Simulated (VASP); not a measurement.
# Ru (Im-3m) in VASP: notebook, part 2 of 2

VASP 6.6.1.

### Step 4. Single point, r2SCAN

This run uses another cell than the first one, of 13.93 Å³/atom, 1.021 times its volume.

POSCAR reads:

```
Ru
1.0
   -1.5157467950      1.5157467950      1.5157467950
    1.5157467950     -1.5157467950      1.5157467950
    1.5157467950      1.5157467950     -1.5157467950
Ru
1
Direct
    0.0000000000      0.0000000000      0.0000000000
```

INCAR.step1 reads:

```
  PREC = Accurate
  ENCUT = 660
  ISMEAR = 0
  SIGMA = 0.05
  LREAL = False
  LASPH = True
  NELM = 120
  NBANDS = 14
  GGA = PE
  ALGO = Normal
  EDIFF = 1E-5
  LWAVE = True
  LCHARG = False
  GGA_COMPAT = False
```

INCAR.step2 reads:

```
  PREC = Accurate
  ENCUT = 660
  EDIFF = 1E-6
  ISMEAR = 0
  SIGMA = 0.05
  LREAL = False
  LASPH = True
  NELM = 120
  ALGO = Normal
  ISIF = 2
  LWAVE = False
  LCHARG = False
  METAGGA = R2SCAN
  LMIXTAU = True
  NBANDS = 14
  ISTART = 1
  GGA_COMPAT = False
```

KPOINTS reads:

```
Automatic mesh
0
Gamma
  20 20 20
```

Potentials or basis: VASP PAW PBE potentials, release 64 (Ru_sv).

Run with:

```sh
> cat potpaw_PBE.64/Ru_sv/POTCAR > POTCAR
> cp INCAR.step1 INCAR
> mpirun -np 1 vasp_std > vasp.out
> cp INCAR.step2 INCAR
> mpirun -np 1 vasp_std > vasp.out
```

OUTCAR:

```text
PREC = Accurate
   ENCUT = 660
   EDIFF = 1E-6
   ISMEAR = 0
   LREAL = False
   LASPH = True
   NELM = 120
   ISIF = 2
   METAGGA = R2SCAN
   ISTART = 1

 ion  position               nearest neighbor table
   1  0.000  0.000  0.000-

  LATTYP: Found a body centered cubic cell.
 ALAT       =     3.0314935900

  Lattice vectors:

 A1 = (  -1.5157467950,   1.5157467950,   1.5157467950)
 A2 = (   1.5157467950,  -1.5157467950,   1.5157467950)
 A3 = (   1.5157467950,   1.5157467950,  -1.5157467950)

Analysis of symmetry for initial positions (statically):
=====================================================================
 Subroutine PRICEL returns:
 Original cell was already a primitive cell.

 Routine SETGRP: Setting up the symmetry group for a
 body centered cubic supercell.

 Subroutine GETGRP returns: Found 48 space group operations
 (whereof 48 operations were pure point group operations)
 out of a pool of 48 trial point group operations.

The static configuration has the point symmetry O_h .

Analysis of symmetry for dynamics (positions and initial velocities):
=====================================================================
 Subroutine PRICEL returns:
 Original cell was already a primitive cell.

 Routine SETGRP: Setting up the symmetry group for a
 body centered cubic supercell.

 Subroutine GETGRP returns: Found 48 space group operations
 (whereof 48 operations were pure point group operations)
 out of a pool of 48 trial point group operations.

The dynamic configuration has the point symmetry O_h .

 Subroutine INISYM returns: Found 48 space group operations
 (whereof 48 operations are pure point group operations),
 and found     1 'primitive' translations

----------------------------------------------------------------------------------------

                                     Primitive cell

  volume of cell :      13.9296

  direct lattice vectors                    reciprocal lattice vectors
    -1.515746795  1.515746795  1.515746795     0.000000000  0.329870399  0.329870399
     1.515746795 -1.515746795  1.515746795     0.329870399  0.000000000  0.329870399
     1.515746795  1.515746795 -1.515746795     0.329870399  0.329870399  0.000000000

  length of vectors
     2.625350460  2.625350460  2.625350460     0.466507192  0.466507192  0.466507192

  position of ions in fractional coordinates (direct lattice)
     0.000000000  0.000000000  0.000000000

  ion indices of the primitive-cell ions
   primitive index   ion index
                 1           1

----------------------------------------------------------------------------------------

 KPOINTS: Automatic mesh

Automatic generation of k-mesh.
 Grid dimensions read from file:
 generate k-points for:   20   20   20

 Generating k-lattice:

  Cartesian coordinates                     Fractional coordinates (reciprocal lattice)
     0.000000000  0.016493520  0.016493520     0.050000000  0.000000000  0.000000000
     0.016493520  0.000000000  0.016493520     0.000000000  0.050000000  0.000000000
     0.016493520  0.016493520  0.000000000     0.000000000  0.000000000  0.050000000

  Length of vectors
     0.023325360  0.023325360  0.023325360

  Shift w.r.t. Gamma in fractional coordinates (k-lattice)
     0.000000000  0.000000000  0.000000000

 Subroutine IBZKPT returns following result:
 ===========================================

 Found    256 irreducible k-points:

 Following reciprocal coordinates:
            Coordinates               Weight
  0.000000  0.000000  0.000000      1.000000
  0.050000  0.000000  0.000000     12.000000
  0.100000  0.000000  0.000000     12.000000
  0.150000  0.000000  0.000000     12.000000
  0.200000  0.000000  0.000000     12.000000
  0.250000  0.000000  0.000000     12.000000
[... 16 lines left out ...]
  0.200000  0.100000  0.000000     48.000000
  0.250000  0.100000  0.000000     48.000000
 [... further k-points ...]
   k-points           NKPTS =    256   k-points in BZ     NKDIM =    256   number of bands    NBANDS=     14
   number of dos      NEDOS =    301   number of ions     NIONS =      1
   total plane-waves  NPLWV =  13824
   dimension x,y,z NGX =    24 NGY =   24 NGZ =   24
   dimension x,y,z NGXF=    48 NGYF=   48 NGZF=   48
   ions per type =               1
   NGX,Y,Z   is equivalent  to a cutoff of  15.20, 15.20, 15.20 a.u.
   NGXF,Y,Z  is equivalent  to a cutoff of  30.40, 30.40, 30.40 a.u.
 SYSTEM =  unknown system
   PREC   = accura    normal or accurate (medium, high low for compatibility)
   ISTART =      1    job   : 0-new  1-cont  2-samecut
   ICHARG =      0    charge: 1-file 2-atom 10-const
   ISPIN  =      1    spin polarized calculation?
   LNONCOLLINEAR =      F non collinear calculations
   LSORBIT =      F    spin-orbit coupling
   LASPH  =      T    aspherical Exc in radial PAW
   ENCUT  =  660.0 eV  48.51 Ry    6.96 a.u.   5.50  5.50  5.50*2*pi/ulx,y,z
   NELM   =    120;   NELMIN=  2; NELMDL=  0     # of ELM steps
   EDIFF  = 0.1E-05   stopping-criterion for ELM
   LREAL  =      F    real-space projection
   EDIFFG = 0.1E-04   stopping-criterion for IOM
   NSW    =      0    number of steps for IOM
   IBRION =     -1    ionic relax: 0-MD 1-quasi-New 2-CG
   NFREE  =      0    steps in history (QN), initial steepest desc. (CG)
   ISIF   =      2    stress and relaxation
   ISYM   =      2    0-nonsym 1-usesym 2-fastsym
   POTIM  = 0.5000    time-step for ionic-motion
   TEBEG  =    0.0;   TEEND  =   0.0 temperature during run
   PSTRESS=    0.0 pullay stress
   NELECT =      16.0000    total number of electrons
   NUPDOWN=      -1.0000    fix difference up-down
   EMIN   =  10.00;   EMAX   =-10.00  energy-range for DOS
   EFERMI =   0.00;   METHOD = LEGACY
   ISMEAR =     0;   SIGMA  =   0.05  broadening in eV -4-tet -1-fermi 0-gaus
   EFERMI_NEDOS =   21; number of points for ismear=-14 and -15
   IALGO  =     38    algorithm
   IMIX   =      4    mixing-type and parameters
     AMIX     =   0.40;   BMIX     =  1.00
     AMIX_MAG =   1.60;   BMIX_MAG =  1.00
  volume/ion in A,a.u.               =      13.93        94.00
  Fermi-wavevector in a.u.,A,eV,Ry     =   1.714490  3.239915 39.993976  2.939474
  Thomas-Fermi vector in A             =   2.792038
   LORBIT       =      0    0 simple, 1 ext, 2 COOP (PROOUT), +10 PAW based schemes
   METAGGA = R2SCAN    functional components
   LHFCALC =     F    Hartree Fock is set to
   AEXX    =    0.0000 exact exchange contribution
   IVDW    =     0    specifies the selected vdW correction
   LEPSILON=     F    determine dielectric tensor
   LRPA    =     F    only Hartree local field effects (RPA)
 non-spin polarized calculation
 Gauss-broadening in eV      SIGMA  =   0.05
  energy-cutoff  :      660.00
  volume of cell :       13.93
 maximum number of plane-waves:       555
 NGX is ok and might be reduce to    24
   NGX = 11   NGY = 11   NGZ = 11

 number of electron      15.9999996 magnetization

 Free energy of the ion-electron system (eV)
  ---------------------------------------------------
  ext. energy  EPLUGINS =         0.00000000
  ---------------------------------------------------
  free energy    TOTEN  =       -24.81285933 eV

  energy without entropy =      -24.81038466  energy(sigma->0) =      -24.81162199

 E-fermi :  14.6955     XC(G=0): -15.3376

 val. band max:       14.6893477619   @ k =   0.4000   0.0500   0.0000
 cond. band min:      14.7037224426   @ k =   0.2000   0.2000   0.1000
 fundamental gap:      0.0143746807
 Fermi energy:        14.6954990186

 k-point     1 :       0.0000    0.0000    0.0000
  band No.  band energies     occupation
      1     -60.6426      2.00000
      2     -29.2383      2.00000
      3     -29.2383      2.00000
      4     -29.2383      2.00000
      5       6.3337      2.00000
      6      11.7260      2.00000
      7      11.7260      2.00000
      8      11.7260      2.00000
      9      14.6313      1.93070
     10      14.6313      1.93069
     11      32.5238      0.00000
     12      32.5238      0.00000
     13      32.5238      0.00000
     14      43.9315      0.00000
[... 375 lines left out ...]
 k-point    24 :       0.2500    0.1000    0.0000
  band No.  band energies     occupation
      1     -60.5089      2.00000
      2     -29.9592      2.00000
      3     -29.4789      2.00000
      4     -29.2784      2.00000
      5       8.8754      2.00000
      6      10.5135      2.00000
      7      11.8504      2.00000
      8      14.0632      2.00000
      9      15.0129      0.00000
     10      15.5578      0.00000
     11      30.2526      0.00000
     12      31.1894      0.00000
     13      36.2942      0.00000
     14      37.4164      0.00000

 [... further k-points ...]
[... 5 lines left out ...]
  --------------------------------------------------------------------------------------
  -------------------------------------------------------------------------------------
  Total        0.0073746      0.0073746      0.0073746      0.0000000      0.0000000      0.0000000
  in kB        0.8482192      0.8482192      0.8482192      0.0000000      0.0000000      0.0000000
  external PRESSURE =       0.8482192 kB  Pullay stress =       0.0000000 kB

 VOLUME and BASIS-vectors are now :
 -----------------------------------------------------------------------------
  energy-cutoff  :      660.00
  volume of cell :       13.93
      direct lattice vectors                 reciprocal lattice vectors
    -1.515746795  1.515746795  1.515746795     0.000000000  0.329870399  0.329870399
     1.515746795 -1.515746795  1.515746795     0.329870399  0.000000000  0.329870399
     1.515746795  1.515746795 -1.515746795     0.329870399  0.329870399  0.000000000

 POSITION                                       TOTAL-FORCE (eV/Angst)
 -----------------------------------------------------------------------------------
      0.00000      0.00000      0.00000         0.000000     -0.000000      0.000000
 -----------------------------------------------------------------------------------
    total drift:                                0.000000      0.000000      0.000000

  FREE ENERGIE OF THE ION-ELECTRON SYSTEM (eV)
  ---------------------------------------------------
  free  energy   TOTEN  =       -24.8128593294 eV

  energy  without entropy=      -24.8103846606  energy(sigma->0) =      -24.81162199
```

Wall time 58 s (1 thread of Intel Xeon 6975P-C (Granite Rapids), shared host); peak memory 0.19 GiB.

Results:

```yaml
Free_energy: -24.8129 eV
Pressure: 0.1 GPa
Band_gap_on_the_k_mesh: zero (band 8 reaches 16.54 eV, above the bottom of band 9 at 12.89 eV)
```

Caveat: the PAW data sets were made with another functional, which shifts forces and pressure a little.

### Step 5. Summary

| potentials or basis | cell | cutoff (eV) | second run | gap on the mesh (eV) | pressure (GPa) |
| --- | --- | --- | --- | --- | --- |
| VASP PAW PBE potentials, release 64 (Ru_pv) | a = 2.607 Å, angles 109.5°, 1 atom | 520 | - | none | 8.3 |
| VASP PAW PBE potentials, release 64 (Ru_pv) | a = 2.625 Å, angles 109.5°, 1 atom | 520 | - | none | 1.4 |
| VASP PAW PBE potentials, release 64 (Ru_sv) | a = 2.625 Å, angles 109.5°, 1 atom | 660 | valence_matched | none | 0.1 |

Alike in all rows: task single point; level r2SCAN; no spin polarisation; k mesh 20 × 20 × 20; smearing gaussian 0.05 eV.

Caveats: the PAW data sets were made with another functional, which shifts forces and pressure a little.

Total energies depend on the potentials used, so only differences within one code and one set of settings carry meaning.
